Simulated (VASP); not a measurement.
# FeO (Fm-3m) in VASP: further runs

FeO is run at these levels: PBE+U; tasks: relaxation of cell and atoms.

Program: VASP 6.6.1. These are calculated values, not measurements. Logs are shortened: lines on timing, memory, paths and dates and some standing lists are left out, and cuts for length are marked.

## Step 1: The cell of the first run

It takes space group Fm-3m (No. 225, cubic). Conventional cell: a = 4.311 Å, b = 4.311 Å, c = 4.311 Å, α = 90.00°, β = 90.00°, γ = 90.00°. Fe (site symmetry m-3m) has 6 O at 2.16 Å within 2.9 Å. O (site symmetry m-3m) has 6 Fe at 2.16 Å within 2.9 Å.

## Step 2: Relaxation of cell and atoms, PBE+U, collinear spin, ferromagnetic start

Input file INCAR:

```
SYSTEM = FeO
PREC = Accurate
ENCUT = 600
EDIFF = 1E-7
ISMEAR = -1
SIGMA = 0.05
LREAL = .False.
LASPH = .True.
NELM = 150
ALGO = Normal
ISIF = 3
LWAVE = .False.
LCHARG = .False.
ISPIN = 2
MAGMOM = 3 0
LORBIT = 11
LMAXMIX = 4
LDAU = .True.
LDAUTYPE = 2
LDAUL = 2 -1
LDAUU = 3 0
LDAUJ = 0 0
LDAUPRINT = 1
GGA = PE
IBRION = 2
NSW = 60
EDIFFG = -0.01
```

Input file KPOINTS:

```
regular mesh
0
Gamma
  11 11 11
  0 0 0
```

Input file POSCAR:

```
FeO
1.0
    0.0000000000      2.1554001600      2.1554001600
    2.1554001600      0.0000000000      2.1554001600
    2.1554001600      2.1554001600      0.0000000000
Fe O
1 1
Direct
    0.0000000000      0.0000000000      0.0000000000
    0.5000000000      0.5000000000      0.5000000000
```

Potentials or basis: VASP PAW PBE potentials, release 64 (Fe, O).

Started as:

```console
$ cat potpaw_PBE.64/Fe/POTCAR potpaw_PBE.64/O/POTCAR > POTCAR
$ mpirun -np 1 vasp_std > vasp.out
```

OUTCAR:

```text
SYSTEM = FeO
   PREC = Accurate
   ENCUT = 600
   EDIFF = 1E-7
   ISMEAR = -1
   LREAL = .False.
   LASPH = .True.
   NELM = 150
   ISIF = 3
   ISPIN = 2
   LORBIT = 11
   GGA = PE
   IBRION = 2
   NSW = 60
   EDIFFG = -0.01

 ion  position               nearest neighbor table
   1  0.000  0.000  0.000-   2 2.16   2 2.16   2 2.16   2 2.16   2 2.16   2 2.16
   2  0.500  0.500  0.500-   1 2.16   1 2.16   1 2.16   1 2.16   1 2.16   1 2.16

  LATTYP: Found a face centered cubic cell.
 ALAT       =     4.3108003200

  Lattice vectors:

 A1 = (   0.0000000000,   2.1554001600,   2.1554001600)
 A2 = (   2.1554001600,   0.0000000000,   2.1554001600)
 A3 = (   2.1554001600,   2.1554001600,   0.0000000000)

Analysis of symmetry for initial positions (statically):
=====================================================================
 Subroutine PRICEL returns:
 Original cell was already a primitive cell.

 Routine SETGRP: Setting up the symmetry group for a
 face centered cubic supercell.

 Subroutine GETGRP returns: Found 48 space group operations
 (whereof 48 operations were pure point group operations)
 out of a pool of 48 trial point group operations.

The static configuration has the point symmetry O_h .

Analysis of symmetry for dynamics (positions and initial velocities):
=====================================================================
 Subroutine PRICEL returns:
 Original cell was already a primitive cell.

 Routine SETGRP: Setting up the symmetry group for a
 face centered cubic supercell.

 Subroutine GETGRP returns: Found 48 space group operations
 (whereof 48 operations were pure point group operations)
 out of a pool of 48 trial point group operations.

The dynamic configuration has the point symmetry O_h .

Analysis of structural, dynamic, and magnetic symmetry:
=====================================================================
 Subroutine PRICEL returns:
 Original cell was already a primitive cell.

 Routine SETGRP: Setting up the symmetry group for a
 face centered cubic supercell.

 Subroutine GETGRP returns: Found 48 space group operations
 (whereof 48 operations were pure point group operations)
 out of a pool of 48 trial point group operations.

The overall configuration has the point symmetry O_h .

 Subroutine INISYM returns: Found 48 space group operations
 (whereof 48 operations are pure point group operations),
 and found     1 'primitive' translations

----------------------------------------------------------------------------------------

                                     Primitive cell

  volume of cell :      20.0269

  direct lattice vectors                    reciprocal lattice vectors
     0.000000000  2.155400160  2.155400160    -0.231975486  0.231975486  0.231975486
     2.155400160  0.000000000  2.155400160     0.231975486 -0.231975486  0.231975486
     2.155400160  2.155400160  0.000000000     0.231975486  0.231975486 -0.231975486

  length of vectors
     3.048196139  3.048196139  3.048196139     0.401793328  0.401793328  0.401793328

  position of ions in fractional coordinates (direct lattice)
     0.000000000  0.000000000  0.000000000
     0.500000000  0.500000000  0.500000000

  ion indices of the primitive-cell ions
   primitive index   ion index
                 1           1
                 2           2

----------------------------------------------------------------------------------------

 KPOINTS: regular mesh

Automatic generation of k-mesh.
 Grid dimensions read from file:
[... 66 lines left out ...]
   LREAL  =      F    real-space projection
   EDIFFG = -.1E-01   stopping-criterion for IOM
   NSW    =     60    number of steps for IOM
   IBRION =      2    ionic relax: 0-MD 1-quasi-New 2-CG
   NFREE  =      1    steps in history (QN), initial steepest desc. (CG)
   ISIF   =      3    stress and relaxation
   ISYM   =      2    0-nonsym 1-usesym 2-fastsym
   POTIM  = 0.5000    time-step for ionic-motion
   TEBEG  =    0.0;   TEEND  =   0.0 temperature during run
   PSTRESS=    0.0 pullay stress
   NELECT =      14.0000    total number of electrons
   NUPDOWN=      -1.0000    fix difference up-down
   EMIN   =  10.00;   EMAX   =-10.00  energy-range for DOS
   EFERMI =   0.00;   METHOD = LEGACY
   ISMEAR =    -1;   SIGMA  =   0.05  broadening in eV -4-tet -1-fermi 0-gaus
   EFERMI_NEDOS =   21; number of points for ismear=-14 and -15
   IALGO  =     38    algorithm
   IMIX   =      4    mixing-type and parameters
     AMIX     =   0.40;   BMIX     =  1.00
     AMIX_MAG =   1.60;   BMIX_MAG =  1.00
  volume/ion in A,a.u.               =      10.01        67.57
  Fermi-wavevector in a.u.,A,eV,Ry     =   1.452935  2.745650 28.722183  2.111021
  Thomas-Fermi vector in A             =   2.570260
   LORBIT       =     11    0 simple, 1 ext, 2 COOP (PROOUT), +10 PAW based schemes
 LDA+U is selected, type is set to LDAUTYPE =  2
   angular momentum for each species LDAUL =     2   -1
   U (eV)           for each species LDAUU =   3.0  0.0
   J (eV)           for each species LDAUJ =   0.0  0.0
   GGA     = PE    functional components
   LHFCALC =     F    Hartree Fock is set to
   AEXX    =    0.0000 exact exchange contribution
   IVDW    =     0    specifies the selected vdW correction
   LEPSILON=     F    determine dielectric tensor
   LRPA    =     F    only Hartree local field effects (RPA)
 conjugate gradient relaxation of ions
 spin polarized calculation
  energy-cutoff  :      600.00
  volume of cell :       20.03
 maximum number of plane-waves:       678
   NGX = 13   NGY = 13   NGZ = 13

--------------------------------------- Ionic step        1  -------------------------------------------

 number of electron      13.9999999 magnetization       4.0015083

 Free energy of the ion-electron system (eV)
  ---------------------------------------------------
  ext. energy  EPLUGINS =         0.00000000
  ---------------------------------------------------
  free energy    TOTEN  =       -13.42785125 eV

  energy without entropy =      -13.41648225  energy(sigma->0) =      -13.42216675

------------------------ aborting loop because EDIFF is reached ----------------------------------------

  FORCE on cell =-STRESS in cart. coord.  units (eV):
  Direction    XX          YY          ZZ          XY          YZ          ZX
  --------------------------------------------------------------------------------------
  -------------------------------------------------------------------------------------
  Total       -0.0520016     -0.0520016     -0.0520016      0.0000000      0.0000000      0.0000000
  in kB       -4.1601912     -4.1601912     -4.1601912      0.0000000      0.0000000      0.0000000
  external PRESSURE =      -4.1601912 kB  Pullay stress =       0.0000000 kB
[... 53 lines left out ...]
  FREE ENERGIE OF THE ION-ELECTRON SYSTEM (eV)
  ---------------------------------------------------
  free  energy   TOTEN  =       -13.4278799471 eV

  energy  without entropy=      -13.4165792255  energy(sigma->0) =      -13.42222959

atom =   1  type =  1  l = 2

 onsite density matrix

spin component  1

  0.9637  0.0000  0.0000  0.0000  0.0000
  0.0000  0.9637  0.0000  0.0000  0.0000
  0.0000  0.0000  1.0094  0.0000  0.0000
  0.0000  0.0000  0.0000  0.9637 -0.0000
  0.0000  0.0000  0.0000 -0.0000  1.0094

spin component  2

  0.3167 -0.0000 -0.0000  0.0000 -0.0000
 -0.0000  0.3167  0.0000 -0.0000 -0.0000
 -0.0000  0.0000  0.1204  0.0000 -0.0000
  0.0000 -0.0000  0.0000  0.3167 -0.0000
 -0.0000 -0.0000 -0.0000 -0.0000  0.1204

 occupancies and eigenvectors

  o =  0.1204  v =  0.0000  0.0000  0.0000  0.0000  0.0000  0.0000  0.0000 -0.9997 -0.0000  0.0257      0.0000  0.0000  0.0000  0.0000  0.0000  0.0000  0.0000  0.0000  0.0000  0.0000
  o =  0.1204  v =  0.0000  0.0000  0.0000  0.0000  0.0000  0.0000  0.0000 -0.0257  0.0000 -0.9997      0.0000  0.0000  0.0000  0.0000  0.0000  0.0000  0.0000  0.0000  0.0000  0.0000
  o =  0.3167  v =  0.0000  0.0000  0.0000  0.0000  0.0000  0.0000 -0.9901 -0.0000 -0.1406 -0.0000      0.0000  0.0000  0.0000  0.0000  0.0000  0.0000  0.0000  0.0000  0.0000  0.0000
  o =  0.3167  v =  0.0000  0.0000  0.0000  0.0000  0.0000  0.0000 -0.1406  0.0000  0.9901  0.0000      0.0000  0.0000  0.0000  0.0000  0.0000  0.0000  0.0000  0.0000  0.0000  0.0000
  o =  0.3167  v =  0.0000  0.0000  0.0000  0.0000  0.0000  1.0000  0.0000  0.0000  0.0000  0.0000      0.0000  0.0000  0.0000  0.0000  0.0000  0.0000  0.0000  0.0000  0.0000  0.0000
  o =  0.9637  v =  0.0000 -0.2679  0.0000  0.9634 -0.0000  0.0000  0.0000  0.0000  0.0000  0.0000      0.0000  0.0000  0.0000  0.0000  0.0000  0.0000  0.0000  0.0000  0.0000  0.0000
  o =  0.9637  v =  1.0000  0.0000  0.0000  0.0000  0.0000  0.0000  0.0000  0.0000  0.0000  0.0000      0.0000  0.0000  0.0000  0.0000  0.0000  0.0000  0.0000  0.0000  0.0000  0.0000
  o =  0.9637  v =  0.0000 -0.9634 -0.0000 -0.2679 -0.0000  0.0000  0.0000  0.0000  0.0000  0.0000      0.0000  0.0000  0.0000  0.0000  0.0000  0.0000  0.0000  0.0000  0.0000  0.0000
  o =  1.0094  v =  0.0000 -0.0000 -0.0339  0.0000  0.9994  0.0000  0.0000  0.0000  0.0000  0.0000      0.0000  0.0000  0.0000  0.0000  0.0000  0.0000  0.0000  0.0000  0.0000  0.0000
  o =  1.0094  v =  0.0000  0.0000 -0.9994  0.0000 -0.0339  0.0000  0.0000  0.0000  0.0000  0.0000      0.0000  0.0000  0.0000  0.0000  0.0000  0.0000  0.0000  0.0000  0.0000  0.0000

--------------------------------------- Ionic step        3  -------------------------------------------

 number of electron      13.9999998 magnetization       4.0014889

 Free energy of the ion-electron system (eV)
  ---------------------------------------------------
  ext. energy  EPLUGINS =         0.00000000
  ---------------------------------------------------
  free energy    TOTEN  =       -13.42790728 eV

  energy without entropy =      -13.41657821  energy(sigma->0) =      -13.42224274

 E-fermi :   6.6075     XC(G=0): -12.1654

 val. band max:        6.6003211667   @ k =  -0.2727   0.3636   0.0909
 cond. band min:       6.6085768074   @ k =  -0.2727   0.1818   0.0000
 fundamental gap:      0.0082556406
 Fermi energy:         6.6075468808

 spin component 1

 k-point     1 :       0.0000    0.0000    0.0000
  band No.  band energies     occupation
      1     -14.3533      1.00000
      2       0.8575      1.00000
      3       0.8575      1.00000
      4       0.8610      1.00000
      5       0.8610      1.00000
      6       0.8610      1.00000
      7       2.6030      1.00000
      8       2.6030      1.00000
      9       2.6030      1.00000
     10       6.3922      0.98670
     11      21.7818      0.00000
     12      22.3323      0.00000
[... 786 lines left out ...]
  FREE ENERGIE OF THE ION-ELECTRON SYSTEM (eV)
  ---------------------------------------------------
  free  energy   TOTEN  =       -13.4279072805 eV

  energy  without entropy=      -13.4165782091  energy(sigma->0) =      -13.42224274

 reached required accuracy - stopping structural energy minimisation

 total charge

# of ion       s       p       d       tot
------------------------------------------
    1        0.292   0.366   6.078   6.736
    2        1.550   3.458   0.000   5.008
--------------------------------------------------
tot          1.842   3.824   6.078  11.744

 magnetization (x)

# of ion       s       p       d       tot
------------------------------------------
    1        0.026   0.020   3.716   3.762
    2        0.024   0.207   0.000   0.231
--------------------------------------------------
tot          0.050   0.227   3.716   3.994
```

Wall time 38 s (1 thread of AMD EPYC 9R45 (Zen 5), shared host); peak memory 0.14 GiB.

Results:

```
Free energy                                           : -13.4279 eV
Relaxed volume                                        : 9.99 Å³/atom
Relaxed cell                                          : a = 3.046 Å, b = 3.046 Å, c = 3.046 Å, α = 60.00°, β = 60.00°, γ = 60.00°
Space group after relaxing (to 0.1 Å)                 : Fm-3m (No. 225)
Energy gained by relaxing                             : 0.0 meV/atom
Ionic steps                                           : 3
Pressure after relaxing                               : 0.0 GPa
Band gap on the k mesh                                : zero (filled and empty bands overlap)
Net moment                                            : 4.00 μB per cell
Site moments                                          : Fe +3.76; O +0.23 μB
Valence electrons inside the program's atomic spheres : Fe 6.74; O 5.01
```

Final structure:
```yaml
crystal:
  lattice:
    - [0.00000, 2.15382, 2.15382]
    - [2.15382, 0.00000, 2.15382]
    - [2.15382, 2.15382, 0.00000]
  atoms:
    - { symbol: Fe, position: [0.00000, 0.00000, 0.00000] }
    - { symbol: O, position: [0.50000, 0.50000, 0.50000] }
```

Eigenvalues of the final occupation matrices:
```tsv
site	spin	trace	eigenvalues
site 1 d	1	4.91	0.96 0.96 0.96 1.01 1.01
site 1 d	2	1.19	0.12 0.12 0.32 0.32 0.32
```

Caveat: a cell with one magnetic atom can't hold antiferromagnetic order, which such compounds often take.

## Step 3: Relaxation of cell and atoms, PBE+U, collinear spin, ferromagnetic start

Input file INCAR:

```
SYSTEM = FeO
ALGO = Normal
EDIFF = 1E-7
EDIFFG = -0.01
ENCUT = 600
GGA = PE
IBRION = 2
ISIF = 3
ISMEAR = -1
ISPIN = 2
LASPH = .TRUE.
LCHARG = .FALSE.
LDAU = .TRUE.
LDAUJ = 0 0
LDAUL = 2 -1
LDAUPRINT = 1
LDAUTYPE = 2
LDAUU = 4 0
LMAXMIX = 4
LORBIT = 11
LREAL = .FALSE.
LWAVE = .FALSE.
MAGMOM = 3 0
NELM = 150
NSW = 60
PREC = Accurate
SIGMA = 0.05
```

Input file KPOINTS:

```
k-points
0
G
  11 11 11
  0 0 0
```

POSCAR is that of step 2.

Potentials or basis: VASP PAW PBE potentials, release 64 (Fe, O).

Started as:

```console
$ cat potpaw_PBE.64/Fe/POTCAR potpaw_PBE.64/O/POTCAR > POTCAR
$ mpirun -np 1 vasp_std > vasp.out
```

OUTCAR:

```text
SYSTEM = FeO
   EDIFF = 1E-7
   EDIFFG = -0.01
   ENCUT = 600
   GGA = PE
   IBRION = 2
   ISIF = 3
   ISMEAR = -1
   ISPIN = 2
   LASPH = .TRUE.
   LORBIT = 11
   LREAL = .FALSE.
   NELM = 150
   NSW = 60
   PREC = Accurate

 ion  position               nearest neighbor table
   1  0.000  0.000  0.000-   2 2.16   2 2.16   2 2.16   2 2.16   2 2.16   2 2.16
   2  0.500  0.500  0.500-   1 2.16   1 2.16   1 2.16   1 2.16   1 2.16   1 2.16

  LATTYP: Found a face centered cubic cell.
 ALAT       =     4.3108003200

  Lattice vectors:

 A1 = (   0.0000000000,   2.1554001600,   2.1554001600)
 A2 = (   2.1554001600,   0.0000000000,   2.1554001600)
 A3 = (   2.1554001600,   2.1554001600,   0.0000000000)

Analysis of symmetry for initial positions (statically):
=====================================================================
 Subroutine PRICEL returns:
 Original cell was already a primitive cell.

 Routine SETGRP: Setting up the symmetry group for a
 face centered cubic supercell.

 Subroutine GETGRP returns: Found 48 space group operations
 (whereof 48 operations were pure point group operations)
 out of a pool of 48 trial point group operations.

The static configuration has the point symmetry O_h .

Analysis of symmetry for dynamics (positions and initial velocities):
[... 276 lines left out ...]
  o =  0.9680  v =  0.0000 -0.7698  0.0000 -0.6383 -0.0000  0.0000  0.0000  0.0000  0.0000  0.0000      0.0000  0.0000  0.0000  0.0000  0.0000  0.0000  0.0000  0.0000  0.0000  0.0000
  o =  1.0157  v =  0.0000  0.0000  0.0413  0.0000 -0.9991  0.0000  0.0000  0.0000  0.0000  0.0000      0.0000  0.0000  0.0000  0.0000  0.0000  0.0000  0.0000  0.0000  0.0000  0.0000
  o =  1.0157  v =  0.0000 -0.0000 -0.9991  0.0000 -0.0413  0.0000  0.0000  0.0000  0.0000  0.0000      0.0000  0.0000  0.0000  0.0000  0.0000  0.0000  0.0000  0.0000  0.0000  0.0000

--------------------------------------- Ionic step        3  -------------------------------------------

 number of electron      13.9999998 magnetization       4.0015438

 Free energy of the ion-electron system (eV)
  ---------------------------------------------------
  ext. energy  EPLUGINS =         0.00000000
  ---------------------------------------------------
  free energy    TOTEN  =       -12.96458189 eV

  energy without entropy =      -12.95337858  energy(sigma->0) =      -12.95898024

 E-fermi :   6.7468     XC(G=0): -12.1690

 val. band max:        6.7371120079   @ k =  -0.2727   0.3636   0.0909
 cond. band min:       6.7500921128   @ k =   0.2727   0.1818   0.0909
 fundamental gap:      0.0129801049
 Fermi energy:         6.7467900637

 spin component 1

 k-point     1 :       0.0000    0.0000    0.0000
  band No.  band energies     occupation
      1     -14.3030      1.00000
      2       0.2763      1.00000
      3       0.2763      1.00000
      4       0.3516      1.00000
      5       0.3516      1.00000
      6       0.3516      1.00000
      7       2.6648      1.00000
      8       2.6649      1.00000
      9       2.6649      1.00000
     10       6.4286      0.99828
     11      21.8220      0.00000
     12      21.9784      0.00000
[... 786 lines left out ...]
  FREE ENERGIE OF THE ION-ELECTRON SYSTEM (eV)
  ---------------------------------------------------
  free  energy   TOTEN  =       -12.9645818888 eV

  energy  without entropy=      -12.9533785847  energy(sigma->0) =      -12.95898024

 reached required accuracy - stopping structural energy minimisation

 total charge

# of ion       s       p       d       tot
------------------------------------------
    1        0.294   0.369   6.079   6.741
    2        1.549   3.463   0.000   5.012
--------------------------------------------------
tot          1.843   3.832   6.079  11.754

 magnetization (x)

# of ion       s       p       d       tot
------------------------------------------
    1        0.026   0.020   3.764   3.810
    2        0.022   0.186   0.000   0.209
--------------------------------------------------
tot          0.048   0.207   3.764   4.018
```

OSZICAR:

```text
N       E                     dE             d eps       ncg     rms          rms(c)
DAV:   1     0.909239381582E+02    0.90924E+02   -0.77118E+03  2989   0.140E+03
DAV:   2    -0.786998032341E+01   -0.98794E+02   -0.86057E+02  3060   0.271E+02
[... 25 lines left out ...]
DAV:   1    -0.129649500641E+02   -0.41634E-03   -0.78570E-03  3147   0.143E+00    0.155E-01
DAV:   2    -0.129645955374E+02    0.35453E-03   -0.80526E-04  3387   0.358E-01    0.827E-02
DAV:   3    -0.129645874331E+02    0.81044E-05   -0.89142E-05  3673   0.214E-01    0.569E-02
DAV:   4    -0.129645837952E+02    0.36378E-05   -0.67625E-06  3274   0.502E-02    0.275E-02
DAV:   5    -0.129645817981E+02    0.19972E-05   -0.85060E-07  3187   0.137E-02    0.162E-02
DAV:   6    -0.129645818888E+02   -0.90763E-07   -0.36274E-07  2876   0.808E-03
   3 F= -.12964582E+02 E0= -.12958980E+02  d E =-.123762E-03  mag=     4.0015
```

It took 38 s on 1 thread of AMD EPYC 9R45 (Zen 5), shared host; peak memory 0.14 GiB.

Results:

```yaml
Free_energy: -12.9646 eV
Relaxed_volume: 9.98 Å³/atom
Relaxed_cell: a = 3.045 Å, b = 3.045 Å, c = 3.045 Å, α = 60.00°, β = 60.00°, γ = 60.00°
Space_group_after_relaxing_to_0.1_Å: Fm-3m (No. 225)
Energy_gained_by_relaxing: 0.1 meV/atom
Ionic_steps: 3
Pressure_after_relaxing: 0.0 GPa
Band_gap_on_the_k_mesh: zero (filled and empty bands overlap)
Net_moment: 4.00 μB per cell
Site_moments: Fe +3.81; O +0.21 μB
Valence_electrons_inside_the_program's_atomic_spheres: Fe 6.74; O 5.01
```

Step by step:
| step | energy change (eV) | largest force (eV/Å) | pressure (GPa) | volume (Å³) |
| --- | --- | --- | --- | --- |
| 1 | 0.0000 | 0.0000 | -0.59 | 20.03 |
| 2 | -0.0001 | 0.0000 | 0.37 | 19.92 |
| 3 | -0.0001 | 0.0000 | 0.01 | 19.96 |

Final structure:
```
CELL_PARAMETERS angstrom
0.00000 2.15302 2.15302
2.15302 0.00000 2.15302
2.15302 2.15302 0.00000
ATOMIC_POSITIONS crystal
Fe 0.00000 0.00000 0.00000
O 0.50000 0.50000 0.50000
```

Eigenvalues of the final occupation matrices:
```
    site  spin  trace               eigenvalues
site 1 d     1   4.94  0.97 0.97 0.97 1.02 1.02
site 1 d     2   1.17  0.11 0.11 0.31 0.31 0.31
```

Caveat: a cell with one magnetic atom can't hold antiferromagnetic order, which such compounds often take. The state reached can hang on the start; a lower one may exist.
